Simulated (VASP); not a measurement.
Write the native input for VASP 6.6.1 that does the following.

```
Task                   : relaxation of cell and atoms
Functional             : PBE
Potentials or basis    : VASP PAW PBE potentials, release 64 (Al)
Cutoff                 : 600 eV
k mesh                 : 18 × 18 × 18
Occupations            : gaussian, width 0.1 eV
Spin                   : no spin polarisation
Dipole correction      : no
Further INCAR settings : ALGO = Fast; EDIFF = 1e-06; IBRION = 2; EDIFFG = -0.005; NSW = 100; ISIF = 3
```

The structure of Al lies in POSCAR:

```
Al
1.0
    0.0000000000      2.0239800000      2.0239800000
    2.0239800000      0.0000000000      2.0239800000
    2.0239800000      2.0239800000      0.0000000000
Al
1
Direct
    0.0000000000      0.0000000000      0.0000000000
```

The input as run:

INCAR

```
SYSTEM = Al
  PREC = Accurate
  ENCUT = 600
  EDIFF = 1E-6
  ISMEAR = 0
  SIGMA = 0.1
  LREAL = .False.
  LASPH = .True.
  NELM = 80
  ALGO = Fast
  ISIF = 3
  LWAVE = .False.
  LCHARG = .False.
  GGA = PE
  IBRION = 2
  NSW = 100
  EDIFFG = -0.005
```

KPOINTS

```
regular mesh
0
Gamma
  18 18 18
  0 0 0
```

Potentials or basis: VASP PAW PBE potentials, release 64 (Al).

Run with:

```console
$ cat potpaw_PBE.64/Al/POTCAR > POTCAR
$ mpirun -np 1 vasp_std > vasp.out
```

Results of the run:

* Relaxed volume: 16.49 Å³/atom
* Relaxed cell: a = 2.857 Å, b = 2.857 Å, c = 2.857 Å, α = 60.00°, β = 60.00°, γ = 60.00°
* Space group after relaxing (to 0.05 Å): Fm-3m (No. 225)
* Energy gained by relaxing: 0.1 meV/atom
* Ionic steps: 3
* Pressure after relaxing: 0.0 GPa

It took 7 s on 1 thread of Intel(R) Xeon(R) 6975P-C (Granite Rapids) (shared host), peak memory 0.15 GiB.
